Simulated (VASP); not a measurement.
Wanted: the native input for a VASP 6.6.1 run.

- Task: single point
- Functional: PBE
- Potentials or basis: VASP PAW PBE potentials, release 64 (Si, W_sv)
- Cutoff: 520 eV
- k mesh: 8 × 8 × 1
- Occupations: gaussian, width 0.1 eV
- Spin: no spin polarisation
- Dipole correction: yes
- Further INCAR settings: ALGO = Normal; EDIFF = 1e-06; NBANDS = 33

The structure of Si5W2 lies in POSCAR:

```
Si5W2
1.0
    3.2292919635      0.0000000000      0.0000000000
    0.0000000000      3.2292919635      0.0000000000
    0.0000000000      0.0000000000     21.9372962601
Si W
5 2
Direct
    0.0000000000      0.0000000000      0.1823378758
    0.0000000000      0.0000000000      0.3009901014
    0.5000000000      0.5000000000      0.3590107496
    0.5000000000      0.5000000000      0.4757786072
    0.6250000000      0.6250000000      0.5790851116
    0.5000000000      0.5000000000      0.2416639886
    0.0000000000      0.0000000000      0.4178382285
```

The input as run:

INCAR

```
SYSTEM = Si5W2
PREC = Accurate ; ENCUT = 520
EDIFF = 1E-6 ; ISMEAR = 0
SIGMA = 0.1 ; LREAL = .False.
LASPH = .True. ; NELM = 100
ALGO = Normal ; ISIF = 2
LWAVE = .False. ; LCHARG = .True.
LDIPOL = .True. ; IDIPOL = 3
DIPOL = 0.5 0.5 0.365 ; GGA = PE
LELF = .True. ; LVHAR = .True.
LVACPOTAV = .True. ; NBANDS = 33
```

KPOINTS

```
regular mesh
0
Gamma
  8 8 1
  0 0 0
```

Potentials or basis: VASP PAW PBE potentials, release 64 (Si, W_sv).

The run is started by

```sh
$ cat potpaw_PBE.64/Si/POTCAR potpaw_PBE.64/W_sv/POTCAR > POTCAR
$ mpirun -np 1 vasp_std > vasp.out
```

It gave:

* Largest force: 0.616 eV/Å
* Band gap on the k mesh: zero (band 24 reaches 2.93 eV, above the bottom of band 25 at 1.61 eV)

Caveat: spin-orbit coupling is left out, which moves the levels of the heavy elements.

Run time: 2.8 min on 1 thread of Intel(R) Xeon(R) Platinum 8488C (Sapphire Rapids) (shared host), peak memory 0.36 GiB.
